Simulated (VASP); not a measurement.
Cu3Pt, 4 atoms in the cell. The structure is cubic, space group Pm-3m (No. 221). Conventional cell: a = 3.710 Å, b = 3.710 Å, c = 3.710 Å, α = 90.00°, β = 90.00°, γ = 90.00°. Within 3.5 Å of Cu (site symmetry 4/mmm) lie 8 Cu at 2.62 Å and 4 Pt at 2.62 Å. Within 3.5 Å of Pt (site symmetry m-3m) lie 12 Cu at 2.62 Å. 

| Quantity | Value |
| --- | --- |
| Program | VASP 6.6.1 |
| Task | relaxation of cell and atoms |
| Functional | LDA |
| Potentials or basis | VASP PAW LDA potentials, release 64 (Cu, Pt) |
| Cutoff | 600 eV |
| k mesh | 6 × 6 × 6 |
| Occupations | fermi-dirac, width 0.1 eV |
| Spin | no spin polarisation |
| Target pressure | 10 GPa |
| Dipole correction | no |
| Further INCAR settings | ALGO = Normal; EDIFF = 1e-07; IBRION = 2; EDIFFG = -0.005; NSW = 80; ISIF = 3 |

Potentials or basis: VASP PAW LDA potentials, release 64 (Cu, Pt).

Command:

```bash
$ cat potpaw_LDA.64/Cu/POTCAR potpaw_LDA.64/Pt/POTCAR > POTCAR
$ mpirun -np 1 vasp_std > vasp.out
```

Hardware: 1 thread of AMD EPYC 7R43 64-Core Processor (Zen 3), on a shared host.

**Question.** How long does it take, and how much memory?

**Answer.** It took 4.5 min on 1 thread of AMD EPYC 7R43 64-Core Processor (Zen 3), with other jobs on the host, peak memory 0.14 GiB. Counts: scf iterations 72, k points 20, ion steps 7.
